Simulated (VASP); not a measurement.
# Ni (Fd-3m) in VASP: a series of runs

Runs on Ni. Level: r2SCAN. Tasks: single point, relaxation of cell and atoms.

All numbers are computed with VASP 6.6.1; they aren't measurements. Logs are shortened: lines on timing, memory, paths and dates and some standing lists are left out, and cuts for length are marked.

## Step 1: The cell of the first run

Symmetry: Fd-3m, No. 227, cubic system. Conventional cell: a = 5.027 Å, b = 5.027 Å, c = 5.027 Å, α = 90.00°, β = 90.00°, γ = 90.00°. Within 2.9 Å of Ni (site symmetry -43m) lie 4 Ni at 2.18 Å.

This isn't the form of Ni at room conditions, which is fcc.

## Step 2: Single point, r2SCAN, collinear spin, ferromagnetic start

POSCAR reads:

```
Ni
1.0
    0.0000000000      2.5135876913      2.5135876913
    2.5135876913      0.0000000000      2.5135876913
    2.5135876913      2.5135876913      0.0000000000
Ni
2
Direct
    0.5000000000      0.5000000000      0.5000000000
    0.7500000000      0.7500000000      0.7500000000
```

INCAR.step1 reads:

```
PREC = Accurate
ENCUT = 520
ISMEAR = 0
SIGMA = 0.1
LREAL = F
LASPH = T
NELM = 150
ISPIN = 2
MAGMOM = 0.95 0.95
LMAXMIX = 4
NBANDS = 21
GGA = PE
ALGO = Normal
EDIFF = 1E-4
LWAVE = T
LCHARG = F
```

INCAR.step2 reads:

```
PREC = Accurate
ENCUT = 520
EDIFF = 1E-6
ISMEAR = 0
SIGMA = 0.1
LREAL = F
LASPH = T
NELM = 150
ALGO = Normal
ISIF = 2
LWAVE = F
LCHARG = T
ISPIN = 2
MAGMOM = 0.95 0.95
LORBIT = 11
LMAXMIX = 4
METAGGA = R2SCAN
LMIXTAU = T
LELF = T
LVHAR = T
NBANDS = 21
ISTART = 1
```

KPOINTS reads:

```
Automatic mesh
0
Gamma
  6 6 6
```

Potentials or basis: VASP PAW PBE potentials, release 64 (Ni).

On the command line:

```
cat potpaw_PBE.64/Ni/POTCAR > POTCAR
cp INCAR.step1 INCAR
mpirun -np 1 vasp_std > vasp.out
cp INCAR.step2 INCAR
mpirun -np 1 vasp_std > vasp.out
```

OUTCAR:

```text
PREC = Accurate
   ENCUT = 520
   EDIFF = 1E-6
   ISMEAR = 0
   LREAL = F
   LASPH = T
   NELM = 150
   ISIF = 2
   ISPIN = 2
   LORBIT = 11
   METAGGA = R2SCAN
   ISTART = 1

 ion  position               nearest neighbor table
   1  0.500  0.500  0.500-   2 2.18   2 2.18   2 2.18   2 2.18
   2  0.750  0.750  0.750-   1 2.18   1 2.18   1 2.18   1 2.18

  LATTYP: Found a face centered cubic cell.
 ALAT       =     5.0271753826

  Lattice vectors:

 A1 = (   0.0000000000,   2.5135876913,   2.5135876913)
 A2 = (   2.5135876913,   0.0000000000,   2.5135876913)
 A3 = (   2.5135876913,   2.5135876913,   0.0000000000)

Analysis of symmetry for initial positions (statically):
=====================================================================
 Subroutine PRICEL returns:
 Original cell was already a primitive cell.

 Routine SETGRP: Setting up the symmetry group for a
 face centered cubic supercell.

 Subroutine GETGRP returns: Found 48 space group operations
 (whereof 24 operations were pure point group operations)
 out of a pool of 48 trial point group operations.

The static configuration has the point symmetry T_d .
 The point group associated with its full space group is O_h .

Analysis of symmetry for dynamics (positions and initial velocities):
=====================================================================
 Subroutine PRICEL returns:
 Original cell was already a primitive cell.

 Routine SETGRP: Setting up the symmetry group for a
 face centered cubic supercell.

 Subroutine GETGRP returns: Found 48 space group operations
 (whereof 24 operations were pure point group operations)
 out of a pool of 48 trial point group operations.

The dynamic configuration has the point symmetry T_d .
 The point group associated with its full space group is O_h .

Analysis of structural, dynamic, and magnetic symmetry:
=====================================================================
 Subroutine PRICEL returns:
 Original cell was already a primitive cell.

 Routine SETGRP: Setting up the symmetry group for a
 face centered cubic supercell.

 Subroutine GETGRP returns: Found 48 space group operations
 (whereof 24 operations were pure point group operations)
 out of a pool of 48 trial point group operations.

The overall configuration has the point symmetry T_d .
 The point group associated with its full space group is O_h .

 Subroutine INISYM returns: Found 48 space group operations
 (whereof 24 operations are pure point group operations),
 and found     1 'primitive' translations

----------------------------------------------------------------------------------------

                                     Primitive cell

  volume of cell :      31.7623

  direct lattice vectors                    reciprocal lattice vectors
     0.000000000  2.513587691  2.513587691    -0.198918861  0.198918861  0.198918861
     2.513587691  0.000000000  2.513587691     0.198918861 -0.198918861  0.198918861
     2.513587691  2.513587691  0.000000000     0.198918861  0.198918861 -0.198918861

  length of vectors
     3.554749803  3.554749803  3.554749803     0.344537573  0.344537573  0.344537573

  position of ions in fractional coordinates (direct lattice)
     0.500000000  0.500000000  0.500000000
     0.750000000  0.750000000  0.750000000

  ion indices of the primitive-cell ions
   primitive index   ion index
                 1           1
                 2           2

----------------------------------------------------------------------------------------

 KPOINTS: Automatic mesh

Automatic generation of k-mesh.
 Grid dimensions read from file:
 generate k-points for:    6    6    6

 Generating k-lattice:

  Cartesian coordinates                     Fractional coordinates (reciprocal lattice)
    -0.033153143  0.033153143  0.033153143     0.166666667  0.000000000  0.000000000
     0.033153143 -0.033153143  0.033153143     0.000000000  0.166666667  0.000000000
     0.033153143  0.033153143 -0.033153143     0.000000000  0.000000000  0.166666667

  Length of vectors
     0.057422929  0.057422929  0.057422929

  Shift w.r.t. Gamma in fractional coordinates (k-lattice)
     0.000000000  0.000000000  0.000000000

 Subroutine IBZKPT returns following result:
 ===========================================

 Found     16 irreducible k-points:

 Following reciprocal coordinates:
            Coordinates               Weight
  0.000000  0.000000  0.000000      1.000000
  0.166667  0.000000  0.000000      8.000000
  0.333333  0.000000  0.000000      8.000000
  0.500000  0.000000  0.000000      4.000000
  0.166667  0.166667  0.000000      6.000000
  0.333333  0.166667  0.000000     24.000000
[... 8 lines left out ...]
 -0.333333  0.333333  0.166667     24.000000
 -0.333333  0.500000  0.166667     12.000000
   k-points           NKPTS =     16   k-points in BZ     NKDIM =     16   number of bands    NBANDS=     21
   number of dos      NEDOS =    301   number of ions     NIONS =      2
   total plane-waves  NPLWV =  21952
   dimension x,y,z NGX =    28 NGY =   28 NGZ =   28
   dimension x,y,z NGXF=    56 NGYF=   56 NGZF=   56
   ions per type =               2
   NGX,Y,Z   is equivalent  to a cutoff of  13.09, 13.09, 13.09 a.u.
   NGXF,Y,Z  is equivalent  to a cutoff of  26.19, 26.19, 26.19 a.u.
 SYSTEM =  unknown system
   PREC   = accura    normal or accurate (medium, high low for compatibility)
   ISTART =      1    job   : 0-new  1-cont  2-samecut
   ICHARG =      0    charge: 1-file 2-atom 10-const
   ISPIN  =      2    spin polarized calculation?
   LNONCOLLINEAR =      F non collinear calculations
   LSORBIT =      F    spin-orbit coupling
   LASPH  =      T    aspherical Exc in radial PAW
   ENCUT  =  520.0 eV  38.22 Ry    6.18 a.u.   6.61  6.61  6.61*2*pi/ulx,y,z
   NELM   =    150;   NELMIN=  2; NELMDL=  0     # of ELM steps
   EDIFF  = 0.1E-05   stopping-criterion for ELM
   LREAL  =      F    real-space projection
   EDIFFG = 0.1E-04   stopping-criterion for IOM
   NSW    =      0    number of steps for IOM
   IBRION =     -1    ionic relax: 0-MD 1-quasi-New 2-CG
   NFREE  =      0    steps in history (QN), initial steepest desc. (CG)
   ISIF   =      2    stress and relaxation
   ISYM   =      2    0-nonsym 1-usesym 2-fastsym
   POTIM  = 0.5000    time-step for ionic-motion
   TEBEG  =    0.0;   TEEND  =   0.0 temperature during run
   PSTRESS=    0.0 pullay stress
   NELECT =      20.0000    total number of electrons
   NUPDOWN=      -1.0000    fix difference up-down
   EMIN   =  10.00;   EMAX   =-10.00  energy-range for DOS
   EFERMI =   0.00;   METHOD = LEGACY
   ISMEAR =     0;   SIGMA  =   0.10  broadening in eV -4-tet -1-fermi 0-gaus
   EFERMI_NEDOS =   21; number of points for ismear=-14 and -15
   IALGO  =     38    algorithm
   IMIX   =      4    mixing-type and parameters
     AMIX     =   0.40;   BMIX     =  1.00
     AMIX_MAG =   1.60;   BMIX_MAG =  1.00
  volume/ion in A,a.u.               =      15.88       107.17
  Fermi-wavevector in a.u.,A,eV,Ry     =   1.403182  2.651630 26.788794  1.968921
  Thomas-Fermi vector in A             =   2.525870
   LORBIT       =     11    0 simple, 1 ext, 2 COOP (PROOUT), +10 PAW based schemes
   METAGGA = R2SCAN    functional components
   LHFCALC =     F    Hartree Fock is set to
   AEXX    =    0.0000 exact exchange contribution
   IVDW    =     0    specifies the selected vdW correction
   LEPSILON=     F    determine dielectric tensor
   LRPA    =     F    only Hartree local field effects (RPA)
 spin polarized calculation
 Gauss-broadening in eV      SIGMA  =   0.10
  energy-cutoff  :      520.00
  volume of cell :       31.76
 maximum number of plane-waves:       869
 NGX is ok and might be reduce to    28
   NGX = 13   NGY = 13   NGZ = 13

 number of electron      19.9999983 magnetization       1.6457587

 Free energy of the ion-electron system (eV)
  ---------------------------------------------------
  ext. energy  EPLUGINS =         0.00000000
  ---------------------------------------------------
  free energy    TOTEN  =       -21.39132489 eV

  energy without entropy =      -21.37872087  energy(sigma->0) =      -21.38502288

 E-fermi :   5.1555     XC(G=0): -11.5739

 val. band max:        5.1437003112   @ k =   0.0000   0.0000   0.0000
 cond. band min:       5.1758763895   @ k =   0.1667   0.0000   0.0000
 fundamental gap:      0.0321760783
 Fermi energy:         5.1554838672

 spin component 1

 k-point     1 :       0.0000    0.0000    0.0000
  band No.  band energies     occupation
      1      -1.9241      1.00000
      2       1.3852      1.00000
      3       1.3853      1.00000
      4       1.3853      1.00000
      5       1.4080      1.00000
      6       1.4080      1.00000
[... 13 lines left out ...]
     20      23.0364      0.00000
     21      23.0364      0.00000
[... 337 lines left out ...]
 k-point    16 :      -0.3333    0.5000    0.1667
  band No.  band energies     occupation
      1       0.9075      1.00000
      2       0.9076      1.00000
      3       1.6228      1.00000
      4       1.6228      1.00000
      5       2.2255      1.00000
      6       2.2256      1.00000
[... 13 lines left out ...]
     20      30.6387      0.00000
     21      31.0999      0.00000
 Fermi energy:         5.1554838672

 spin component 2

 k-point     1 :       0.0000    0.0000    0.0000
  band No.  band energies     occupation
      1      -2.0732      1.00000
      2       2.3098      1.00000
      3       2.3099      1.00000
      4       2.4827      1.00000
      5       2.4828      1.00000
      6       2.4828      1.00000
[... 13 lines left out ...]
     20      23.1141      0.00000
     21      23.1141      0.00000
[... 337 lines left out ...]
 k-point    16 :      -0.3333    0.5000    0.1667
  band No.  band energies     occupation
      1       1.8745      1.00000
      2       1.8746      1.00000
      3       2.5999      1.00000
      4       2.5999      1.00000
      5       3.0596      1.00000
      6       3.0597      1.00000
[... 13 lines left out ...]
     20      30.8185      0.00000
     21      31.2509      0.00000

------------------------ aborting loop because EDIFF is reached ----------------------------------------

  FORCE on cell =-STRESS in cart. coord.  units (eV):
  Direction    XX          YY          ZZ          XY          YZ          ZX
  --------------------------------------------------------------------------------------
  -------------------------------------------------------------------------------------
  Total       -0.0045909     -0.0045909     -0.0045909     -0.0000000      0.0000000     -0.0000000
  in kB       -0.2315753     -0.2315753     -0.2315753     -0.0000000      0.0000000     -0.0000000
  external PRESSURE =      -0.2315753 kB  Pullay stress =       0.0000000 kB

 VOLUME and BASIS-vectors are now :
 -----------------------------------------------------------------------------
  energy-cutoff  :      520.00
  volume of cell :       31.76
      direct lattice vectors                 reciprocal lattice vectors
     0.000000000  2.513587691  2.513587691    -0.198918861  0.198918861  0.198918861
     2.513587691  0.000000000  2.513587691     0.198918861 -0.198918861  0.198918861
     2.513587691  2.513587691  0.000000000     0.198918861  0.198918861 -0.198918861

 POSITION                                       TOTAL-FORCE (eV/Angst)
 -----------------------------------------------------------------------------------
      2.51359      2.51359      2.51359         0.000000      0.000000      0.000000
      3.77038      3.77038      3.77038        -0.000000     -0.000000     -0.000000
 -----------------------------------------------------------------------------------
    total drift:                                0.000000      0.000000      0.000000

  FREE ENERGIE OF THE ION-ELECTRON SYSTEM (eV)
  ---------------------------------------------------
  free  energy   TOTEN  =       -21.3913248896 eV

  energy  without entropy=      -21.3787208721  energy(sigma->0) =      -21.38502288

 total charge

# of ion       s       p       d       tot
------------------------------------------
    1        0.573   0.378   8.360   9.311
    2        0.573   0.378   8.360   9.311
--------------------------------------------------
tot          1.146   0.756  16.720  18.623

 magnetization (x)

# of ion       s       p       d       tot
------------------------------------------
    1       -0.025  -0.035   0.890   0.831
    2       -0.025  -0.035   0.890   0.831
--------------------------------------------------
tot         -0.050  -0.069   1.781   1.662
```

Run time: 3.1 min. Hardware: 1 thread of Intel Xeon 8259CL, shared host; peak memory 0.19 GiB.

What came out:

- Free energy: -21.3913 eV
- Pressure: 0.0 GPa
- Net moment: 1.65 μB per cell
- Site moments: Ni +0.83 μB
- Valence electrons inside the program's atomic spheres: Ni 9.31

Levels at points of the mesh, in eV from the Fermi level:
Spin up:
```
           k point  band 9  band 10  band 11  band 12  band 13  band 14
(0.00, 0.00, 0.00)   -2.23    -1.18    -1.18    12.25    12.25    12.25
(0.50, 0.00, 0.00)   -1.72    -1.39    -1.39     0.06     8.89     8.89
(0.50, 0.50, 0.00)   -1.27    -1.27     0.79     0.79     4.54     4.54
```
Spin down:
| k point | band 5 | band 6 | band 7 | band 8 | band 9 | band 10 | band 11 | band 12 | band 13 | band 14 |
| --- | --- | --- | --- | --- | --- | --- | --- | --- | --- | --- |
| (0.00, 0.00, 0.00) | -2.67 | -2.67 | -0.92 | -0.92 | -0.92 | -0.01 | -0.01 | 12.41 | 12.41 | 12.41 |
| (0.50, 0.00, 0.00) | -2.63 | -2.60 | -1.82 | -0.77 | -0.77 | 0.03 | 0.03 | 1.17 | 8.95 | 8.95 |
| (0.50, 0.50, 0.00) | -2.34 | -2.34 | -1.37 | -1.37 | 0.21 | 0.21 | 1.45 | 1.45 | 4.45 | 4.45 |

Caveat: the k points lie up to 0.36 Å⁻¹ apart; the PAW data sets were made with another functional, which shifts forces and pressure a little.

(Continued in part 2 of 2.)
